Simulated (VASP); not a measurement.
# Ti (I4/mmm) in VASP: notebook, part 2 of 2

VASP 6.6.1. Earlier steps stand in the parts before.

**3. Single point, PBEsol (strain +0.000 along x and y, -0.050 along z)**

Input file INCAR:

```
SYSTEM = Ti
ALGO = Normal ; EDIFF = 1E-6
ENCUT = 520 ; GGA = PS
ISIF = 2 ; ISMEAR = 0
LASPH = .True. ; LCHARG = .True.
LELF = .True. ; LREAL = .False.
LVHAR = .True. ; LWAVE = .False.
NBANDS = 12 ; NELM = 60
PREC = Accurate ; SIGMA = 0.15
```

Input file KPOINTS:

```
k-points
0
Gamma
  20 20 20
  0 0 0
```

Input file POSCAR:

```
Ti
1.0
    0.0000000000      2.0300000000      1.9285000000
    2.0300000000      0.0000000000      1.9285000000
    2.0300000000      2.0300000000      0.0000000000
Ti
1
Direct
    0.0000000000      0.0000000000      0.0000000000
```

Potentials or basis: VASP PAW PBE potentials, release 64 (Ti_sv).

Run with:

```console
cat potpaw_PBE.64/Ti_sv/POTCAR > POTCAR
mpirun -np 1 vasp_std > vasp.out
```

OUTCAR:

```text
SYSTEM = Ti
   EDIFF = 1E-6
   ENCUT = 520
   GGA = PS
   ISIF = 2
   ISMEAR = 0
   LASPH = .True.
   LREAL = .False.
   NELM = 60
   PREC = Accurate

 ion  position               nearest neighbor table
   1  0.000  0.000  0.000-

  LATTYP: Found a body centered tetragonal cell.
 ALAT       =     2.8708535316
 C/A-ratio  =     1.3435028843

  Lattice vectors:

 A1 = (   0.0000000000,  -2.0300000000,  -1.9285000000)
 A2 = (   0.0000000000,   2.0300000000,  -1.9285000000)
 A3 = (   2.0300000000,   0.0000000000,   1.9285000000)

Analysis of symmetry for initial positions (statically):
=====================================================================
 Subroutine PRICEL returns:
 Original cell was already a primitive cell.

 Routine SETGRP: Setting up the symmetry group for a
 body centered tetragonal supercell.

 Subroutine GETGRP returns: Found 16 space group operations
 (whereof 16 operations were pure point group operations)
 out of a pool of 16 trial point group operations.

The static configuration has the point symmetry D_4h.

Analysis of symmetry for dynamics (positions and initial velocities):
=====================================================================
 Subroutine PRICEL returns:
 Original cell was already a primitive cell.

 Routine SETGRP: Setting up the symmetry group for a
 body centered tetragonal supercell.

 Subroutine GETGRP returns: Found 16 space group operations
 (whereof 16 operations were pure point group operations)
 out of a pool of 16 trial point group operations.

The dynamic configuration has the point symmetry D_4h.

 Subroutine INISYM returns: Found 16 space group operations
 (whereof 16 operations are pure point group operations),
 and found     1 'primitive' translations

----------------------------------------------------------------------------------------

                                     Primitive cell
[... 114 lines left out ...]
   GGA     = PS    functional components
   LHFCALC =     F    Hartree Fock is set to
   AEXX    =    0.0000 exact exchange contribution
   IVDW    =     0    specifies the selected vdW correction
   LEPSILON=     F    determine dielectric tensor
   LRPA    =     F    only Hartree local field effects (RPA)
 non-spin polarized calculation
 Gauss-broadening in eV      SIGMA  =   0.15
  energy-cutoff  :      520.00
  volume of cell :       15.89
 maximum number of plane-waves:       443
 NGX is ok and might be reduce to    24
   NGX = 11   NGY = 11   NGZ = 11

 number of electron      11.9999997 magnetization

 Free energy of the ion-electron system (eV)
  ---------------------------------------------------
  ext. energy  EPLUGINS =         0.00000000
  ---------------------------------------------------
  free energy    TOTEN  =        -8.27656962 eV

  energy without entropy =       -8.25854557  energy(sigma->0) =       -8.26755760

 E-fermi :   9.0595     XC(G=0): -12.0662

 val. band max:        9.0592901211   @ k =  -0.3500   0.0000   0.3000
 cond. band min:       9.0619636759   @ k =  -0.2500   0.4000   0.2500
 fundamental gap:      0.0026735548
 Fermi energy:         9.0594987720

 k-point     1 :       0.0000    0.0000    0.0000
  band No.  band energies     occupation
      1     -47.2695      2.00000
      2     -23.1054      2.00000
      3     -23.1054      2.00000
      4     -23.0968      2.00000
      5       2.7684      2.00000
      6       9.8617      0.00000
      7       9.8617      0.00000
      8      10.2907      0.00000
      9      11.5570      0.00000
     10      12.0586      0.00000
     11      24.8696      0.00000
     12      29.2392      0.00000
[... 331 lines left out ...]
 k-point    24 :      -0.3500    0.0500    0.0000
  band No.  band energies     occupation
      1     -47.1193      2.00000
      2     -23.8503      2.00000
      3     -23.2201      2.00000
      4     -23.1955      2.00000
      5       5.9449      2.00000
      6       9.1858      0.23375
      7       9.8207      0.00000
      8      10.2044      0.00000
      9      12.4608      0.00000
     10      12.8003      0.00000
     11      20.0692      0.00000
     12      24.7558      0.00000

 [... further k-points ...]

------------------------ aborting loop because EDIFF is reached ----------------------------------------

  FORCE on cell =-STRESS in cart. coord.  units (eV):
  Direction    XX          YY          ZZ          XY          YZ          ZX
  --------------------------------------------------------------------------------------
  -------------------------------------------------------------------------------------
  Total        0.5059214      0.5059214      0.6756729      0.0000000     -0.0000000      0.0000000
  in kB       50.9978609     50.9978609     68.1091386      0.0000000     -0.0000000      0.0000000
  external PRESSURE =      56.7016202 kB  Pullay stress =       0.0000000 kB

 VOLUME and BASIS-vectors are now :
 -----------------------------------------------------------------------------
  energy-cutoff  :      520.00
  volume of cell :       15.89
      direct lattice vectors                 reciprocal lattice vectors
     0.000000000  2.030000000  1.928500000    -0.246305419  0.246305419  0.259268862
     2.030000000  0.000000000  1.928500000     0.246305419 -0.246305419  0.259268862
     2.030000000  2.030000000  0.000000000     0.246305419  0.246305419 -0.259268862

 POSITION                                       TOTAL-FORCE (eV/Angst)
 -----------------------------------------------------------------------------------
      0.00000      0.00000      0.00000         0.000000      0.000000     -0.000000
 -----------------------------------------------------------------------------------
    total drift:                               -0.000000      0.000000     -0.000000

  FREE ENERGIE OF THE ION-ELECTRON SYSTEM (eV)
  ---------------------------------------------------
  free  energy   TOTEN  =        -8.2765696222 eV

  energy  without entropy=       -8.2585455738  energy(sigma->0) =       -8.26755760
```

It took 1.8 min on 1 thread of Intel Xeon Platinum 8259CL at 2.50GHz (Skylake/Cascade Lake), shared host; peak memory 0.23 GiB.

What came out:

| Quantity | Value |
| --- | --- |
| Free energy | -8.2766 eV |
| Pressure | 5.7 GPa |
| Band gap on the k mesh | zero (band 6 reaches 9.91 eV, above the bottom of band 7 at 8.55 eV) |

Levels at points of the mesh, in eV from the Fermi level:
| k point | band 3 | band 4 | band 5 | band 6 | band 7 | band 8 | band 9 | band 10 |
| --- | --- | --- | --- | --- | --- | --- | --- | --- |
| (0.00, 0.00, 0.00) | -32.16 | -32.16 | -6.29 | 0.80 | 0.80 | 1.23 | 2.50 | 3.00 |
| (0.50, 0.00, 0.00) | -32.31 | -32.24 | -2.80 | 0.54 | 0.90 | 1.05 | 3.88 | 4.11 |
| (0.50, 0.50, 0.00) | -32.53 | -32.53 | -2.89 | -2.06 | 3.97 | 3.98 | 4.33 | 4.33 |
| (0.50, 0.00, 0.50) | -32.49 | -32.41 | -2.91 | -1.90 | 2.95 | 3.96 | 4.15 | 4.47 |

Caveat: the cell differs from its parent crystal (strain +0.000 along x and y, -0.050 along z); the PAW data sets were made with another functional, which shifts forces and pressure a little.
